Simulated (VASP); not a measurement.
# PbS (P1) in VASP: single point with PBE

Aim: the single point of PbS with PBE.

Everything below comes from runs of VASP 6.6.1. Logs are shortened: lines on timing, memory, paths and dates and some standing lists are left out, and cuts for length are marked.

## 1. The cell of the first run

The typed cell holds 16 atoms: a = 9.994 Å, b = 9.994 Å, c = 5.998 Å, α = 90.00°, β = 90.00°, γ = 120.00°.

## 2. Single point, PBE

INCAR reads:

```
PREC = Accurate
ENCUT = 520
EDIFF = 1E-6
ISMEAR = -1
SIGMA = 0.02
LREAL = Auto
LASPH = T
NELM = 60
ALGO = Normal
ISIF = 2
LWAVE = F
LCHARG = F
GGA = PE
NBANDS = 94
```

KPOINTS reads:

```
regular mesh
0
Gamma
  3 3 2
```

POSCAR reads:

```
PbS
1.0
    9.9940628279      0.0000000001      0.0000000000
   -4.9970314140      8.6551122960      0.0000000000
    0.0000000000      0.0000000000      5.9976977314
Pb S
8 8
Direct
    0.1676127790      0.3342761944     -0.0650769708
    0.3332854967      0.1665000927      0.4358263982
    0.1661015660      0.8329732479     -0.0641494482
    0.3330485507      0.6651629468      0.4359281039
    0.6678224135      0.3343113181     -0.0658999532
    0.8331349776      0.1691112663      0.4344597072
    0.6653981928      0.8326332176     -0.0626583761
    0.8350065888      0.6668107591      0.4367807644
    0.1624429689      0.3280079914      0.4397398999
    0.3326762216      0.1639777684      0.9387875569
    0.1708247038      0.8350507484      0.4365886907
    0.3344125045      0.6682152469      0.9359713096
    0.6603735480      0.3298571876      0.4432900955
    0.8314686236      0.1649316555      0.9361705527
    0.6688772540      0.8359603842      0.4440125394
    0.8330471880      0.6678849219      0.9389167731
```

Potentials or basis: VASP PAW PBE potentials, release 64 (Pb_d, S).

Started as:

```bash
$ cat potpaw_PBE.64/Pb_d/POTCAR potpaw_PBE.64/S/POTCAR > POTCAR
$ mpirun -np 1 vasp_std > vasp.out
```

OUTCAR:

```text
PREC = Accurate
   ENCUT = 520
   EDIFF = 1E-6
   ISMEAR = -1
   LREAL = Auto
   LASPH = T
   NELM = 60
   ISIF = 2
   GGA = PE

 ion  position               nearest neighbor table
   1  0.168  0.334  0.935-  12 2.89  10 2.90  14 2.91   9 2.97   9 3.03
   2  0.333  0.167  0.436-  13 2.83  11 2.87   9 2.88  10 2.98  10 3.02
   3  0.166  0.833  0.936-  10 2.86  16 2.88  12 2.88  11 2.99  11 3.00
   4  0.333  0.665  0.436-  11 2.87  15 2.91   9 2.92  12 3.00  12 3.00
   5  0.668  0.334  0.934-  14 2.88  16 2.89  10 2.90  13 2.94  13 3.05
   6  0.833  0.169  0.434-   9 2.85  15 2.88  13 2.89  14 2.99  14 3.01
[... 8 lines left out ...]
  15  0.669  0.836  0.444-   6 2.88   8 2.90   4 2.91   7 2.96   7 3.04
  16  0.833  0.668  0.939-   7 2.88   3 2.88   5 2.89   8 2.99   8 3.01

  LATTYP: Found a hexagonal cell.
 ALAT       =     9.9940628279
 C/A-ratio  =     0.6001260783

  Lattice vectors:

 A1 = (   9.9940628279,   0.0000000001,   0.0000000000)
 A2 = (  -4.9970314140,   8.6551122960,   0.0000000000)
 A3 = (   0.0000000000,   0.0000000000,   5.9976977314)

Analysis of symmetry for initial positions (statically):
=====================================================================
 Subroutine PRICEL returns:
 Original cell was already a primitive cell.

 Routine SETGRP: Setting up the symmetry group for a
 hexagonal supercell.

 Subroutine GETGRP returns: Found  1 space group operations
 (whereof  1 operations were pure point group operations)
 out of a pool of 24 trial point group operations.

The static configuration has the point symmetry C_1 .

Analysis of symmetry for dynamics (positions and initial velocities):
=====================================================================
 Subroutine PRICEL returns:
 Original cell was already a primitive cell.

 Routine SETGRP: Setting up the symmetry group for a
 hexagonal supercell.

 Subroutine GETGRP returns: Found  1 space group operations
 (whereof  1 operations were pure point group operations)
 out of a pool of 24 trial point group operations.

The dynamic configuration has the point symmetry C_1 .

 Subroutine INISYM returns: Found  1 space group operations
 (whereof  1 operations are pure point group operations),
 and found     1 'primitive' translations

----------------------------------------------------------------------------------------

                                     Primitive cell

  volume of cell :     518.7993

  direct lattice vectors                    reciprocal lattice vectors
     9.994062828  0.000000000  0.000000000     0.100059407  0.057769326  0.000000000
    -4.997031414  8.655112296  0.000000000    -0.000000000  0.115538651  0.000000000
     0.000000000  0.000000000  5.997697731     0.000000000  0.000000000  0.166730643

  length of vectors
     9.994062828  9.994062828  5.997697731     0.115538651  0.115538651  0.166730643

  position of ions in fractional coordinates (direct lattice)
     0.167612779  0.334276194  0.934923029
     0.333285497  0.166500093  0.435826398
     0.166101566  0.832973248  0.935850552
     0.333048551  0.665162947  0.435928104
     0.667822413  0.334311318  0.934100047
     0.833134978  0.169111266  0.434459707
[... 8 lines left out ...]
     0.668877254  0.835960384  0.444012539
     0.833047188  0.667884922  0.938916773

  ion indices of the primitive-cell ions
   primitive index   ion index
                 1           1
                 2           2
                 3           3
                 4           4
                 5           5
                 6           6
[... 8 lines left out ...]
                15          15
                16          16

----------------------------------------------------------------------------------------

 KPOINTS: regular mesh

Automatic generation of k-mesh.
 Grid dimensions read from file:
 generate k-points for:    3    3    2

 Generating k-lattice:

  Cartesian coordinates                     Fractional coordinates (reciprocal lattice)
     0.033353136  0.019256442  0.000000000     0.333333333  0.000000000  0.000000000
    -0.000000000  0.038512884  0.000000000     0.000000000  0.333333333  0.000000000
     0.000000000  0.000000000  0.083365322     0.000000000  0.000000000  0.500000000

  Length of vectors
     0.038512884  0.038512884  0.083365322

  Shift w.r.t. Gamma in fractional coordinates (k-lattice)
     0.000000000  0.000000000  0.000000000

 Subroutine IBZKPT returns following result:
 ===========================================

 Found     10 irreducible k-points:

 Following reciprocal coordinates:
            Coordinates               Weight
  0.000000  0.000000  0.000000      1.000000
  0.333333  0.000000  0.000000      2.000000
  0.000000  0.333333  0.000000      2.000000
 -0.333333  0.333333  0.000000      2.000000
  0.333333  0.333333  0.000000      2.000000
  0.000000  0.000000  0.500000      1.000000
  0.333333  0.000000  0.500000      2.000000
  0.000000  0.333333  0.500000      2.000000
 -0.333333  0.333333  0.500000      2.000000
  0.333333  0.333333  0.500000      2.000000
   k-points           NKPTS =     10   k-points in BZ     NKDIM =     10   number of bands    NBANDS=     94
   number of dos      NEDOS =    301   number of ions     NIONS =     16
   total plane-waves  NPLWV = 307200
   dimension x,y,z NGX =    80 NGY =   80 NGZ =   48
   dimension x,y,z NGXF=   160 NGYF=  160 NGZF=   96
   ions per type =               8   8
   NGX,Y,Z   is equivalent  to a cutoff of  13.31, 13.31, 13.30 a.u.
   NGXF,Y,Z  is equivalent  to a cutoff of  26.62, 26.62, 26.61 a.u.
 SYSTEM =  unknown system
   PREC   = accura    normal or accurate (medium, high low for compatibility)
   ISTART =      0    job   : 0-new  1-cont  2-samecut
   ICHARG =      2    charge: 1-file 2-atom 10-const
   ISPIN  =      1    spin polarized calculation?
   LNONCOLLINEAR =      F non collinear calculations
   LSORBIT =      F    spin-orbit coupling
   LASPH  =      T    aspherical Exc in radial PAW
   ENCUT  =  520.0 eV  38.22 Ry    6.18 a.u.  18.58 18.58 11.15*2*pi/ulx,y,z
   NELM   =     60;   NELMIN=  2; NELMDL= -5     # of ELM steps
   EDIFF  = 0.1E-05   stopping-criterion for ELM
   LREAL  =      T    real-space projection
   EDIFFG = 0.1E-04   stopping-criterion for IOM
   NSW    =      0    number of steps for IOM
   IBRION =     -1    ionic relax: 0-MD 1-quasi-New 2-CG
   NFREE  =      0    steps in history (QN), initial steepest desc. (CG)
   ISIF   =      2    stress and relaxation
   ISYM   =      2    0-nonsym 1-usesym 2-fastsym
   POTIM  = 0.5000    time-step for ionic-motion
   TEBEG  =    0.0;   TEEND  =   0.0 temperature during run
   PSTRESS=    0.0 pullay stress
   NELECT =     160.0000    total number of electrons
   NUPDOWN=      -1.0000    fix difference up-down
   EMIN   =  10.00;   EMAX   =-10.00  energy-range for DOS
   EFERMI =   0.00;   METHOD = LEGACY
   ISMEAR =    -1;   SIGMA  =   0.02  broadening in eV -4-tet -1-fermi 0-gaus
   EFERMI_NEDOS =   21; number of points for ismear=-14 and -15
   IALGO  =     38    algorithm
   IMIX   =      4    mixing-type and parameters
     AMIX     =   0.40;   BMIX     =  1.00
     AMIX_MAG =   1.60;   BMIX_MAG =  1.00
  volume/ion in A,a.u.               =      32.42       218.81
  Fermi-wavevector in a.u.,A,eV,Ry     =   1.106068  2.090165 16.645173  1.223386
  Thomas-Fermi vector in A             =   2.242563
   LORBIT       =      0    0 simple, 1 ext, 2 COOP (PROOUT), +10 PAW based schemes
   GGA     = PE    functional components
   LHFCALC =     F    Hartree Fock is set to
   AEXX    =    0.0000 exact exchange contribution
   IVDW    =     0    specifies the selected vdW correction
   LEPSILON=     F    determine dielectric tensor
   LRPA    =     F    only Hartree local field effects (RPA)
 non-spin polarized calculation
  energy-cutoff  :      520.00
  volume of cell :      518.80
 maximum number of plane-waves:     14010
 NGX is ok and might be reduce to    80
   NGX = 37   NGY = 37   NGZ = 23

 number of electron     159.9999997 magnetization

 Free energy of the ion-electron system (eV)
  ---------------------------------------------------
  ext. energy  EPLUGINS =         0.00000000
  ---------------------------------------------------
  free energy    TOTEN  =       -67.48632705 eV

  energy without entropy =      -67.48632705  energy(sigma->0) =      -67.48632705

 E-fermi :   4.1927     XC(G=0):  -8.3924

 val. band max:        3.7424930975   @ k =   0.3333   0.3333   0.5000
 cond. band min:       5.1332038207   @ k =   0.3333   0.3333   0.5000
 fundamental gap:      1.3907107233
 Fermi energy:         4.1926995910

 k-point     1 :       0.0000    0.0000    0.0000
  band No.  band energies     occupation
      1     -13.0896      2.00000
      2     -13.0774      2.00000
      3     -13.0610      2.00000
      4     -13.0508      2.00000
      5     -13.0264      2.00000
      6     -13.0200      2.00000
[... 84 lines left out ...]
     91       7.8561      0.00000
     92       7.9021      0.00000

 k-point     2 :       0.3333    0.0000    0.0000
  band No.  band energies     occupation
      1     -13.0870      2.00000
      2     -13.0792      2.00000
      3     -13.0585      2.00000
      4     -13.0512      2.00000
      5     -13.0241      2.00000
      6     -13.0201      2.00000
[... 749 lines left out ...]
     91       6.4755      0.00000
     92       6.4957      0.00000

 k-point    10 :       0.3333    0.3333    0.5000
  band No.  band energies     occupation
      1     -13.0415      2.00000
      2     -13.0277      2.00000
      3     -13.0226      2.00000
      4     -13.0181      2.00000
      5     -13.0165      2.00000
      6     -13.0143      2.00000
[... 84 lines left out ...]
     91       6.3925      0.00000
     92       6.3977      0.00000
 [bands above 92 left out]

------------------------ aborting loop because EDIFF is reached ----------------------------------------

  FORCE on cell =-STRESS in cart. coord.  units (eV):
  Direction    XX          YY          ZZ          XY          YZ          ZX
  --------------------------------------------------------------------------------------
  -------------------------------------------------------------------------------------
  Total        0.2539939      0.1623373     14.1308711      0.0470384     -0.0055396     -0.0049295
  in kB        0.7843943      0.5013368     43.6395396      0.1452661     -0.0171076     -0.0152235
  external PRESSURE =      14.9750902 kB  Pullay stress =       0.0000000 kB

 VOLUME and BASIS-vectors are now :
 -----------------------------------------------------------------------------
  energy-cutoff  :      520.00
  volume of cell :      518.80
      direct lattice vectors                 reciprocal lattice vectors
     9.994062828  0.000000000  0.000000000     0.100059407  0.057769326  0.000000000
    -4.997031414  8.655112296  0.000000000    -0.000000000  0.115538651  0.000000000
     0.000000000  0.000000000  5.997697731     0.000000000  0.000000000  0.166730643

 POSITION                                       TOTAL-FORCE (eV/Angst)
 -----------------------------------------------------------------------------------
      0.00474      2.89320      5.60739        -0.012043     -0.059543     -0.022229
      2.49887      1.44108      2.61395        -0.055327     -0.036937     -0.006584
     -2.50236      7.20948      5.61295         0.005367      0.011207     -0.004058
      0.00467      5.75706      2.61456         0.032465     -0.000958     -0.000782
      5.00369      2.89350      5.60245        -0.032171     -0.038643     -0.024082
      7.48135      1.46368      2.60576        -0.008525     -0.091471      0.005579
[... 8 lines left out ...]
      2.50748      7.23533      2.66305         0.034126     -0.051872     -0.040682
      4.98808      5.78062      5.63134        -0.000262     -0.017456      0.021677
 -----------------------------------------------------------------------------------
    total drift:                                0.013291      0.002827     -0.024515

  FREE ENERGIE OF THE ION-ELECTRON SYSTEM (eV)
  ---------------------------------------------------
  free  energy   TOTEN  =       -67.4863270510 eV

  energy  without entropy=      -67.4863270509  energy(sigma->0) =      -67.48632705
```

Wall time 13 min (1 thread of Intel Xeon Platinum 8488C (Sapphire Rapids), shared host); peak memory 0.78 GiB.

Results:

```
Free energy            : -67.4863 eV
Pressure               : 1.5 GPa
Largest force          : 0.154 eV/Å
Band gap on the k mesh : 1.39 eV
```

Forces on the atoms (eV/Å):
```
Pb  -0.012 -0.060 -0.022
Pb  -0.055 -0.037 -0.007
Pb   0.005  0.011 -0.004
Pb   0.032 -0.001 -0.001
Pb  -0.032 -0.039 -0.024
Pb  -0.009 -0.091  0.006
Pb   0.029  0.039 -0.029
Pb  -0.045  0.002 -0.010
S   -0.015  0.104  0.002
S   -0.001  0.065  0.016
S    0.003 -0.093  0.023
S   -0.037 -0.037  0.036
S    0.049  0.146 -0.015
S    0.053  0.060  0.049
S    0.034 -0.052 -0.041
S    0.000 -0.017  0.022
```

Stress tensor (GPa, compression positive):
```
0.08 0.01 0.00
0.01 0.05 0.00
0.00 0.00 4.36
```

Levels at points of the mesh, in eV from the valence-band top:
| k point | band 78 | band 79 | band 80 | band 81 | band 82 | band 83 |
| --- | --- | --- | --- | --- | --- | --- |
| (0.00, 0.00, 0.00) | -0.76 | -0.72 | -0.68 | 1.99 | 2.00 | 2.92 |
| (0.00, 0.00, 0.50) | -0.63 | -0.61 | -0.58 | 1.56 | 1.57 | 1.58 |

Caveat: the k points lie up to 0.52 Å⁻¹ apart; the atoms stand as in a frame of molecular dynamics; spin-orbit coupling is left out, which moves the levels of the heavy elements; an odd mesh through Γ misses points on the zone boundary, where band edges can lie.
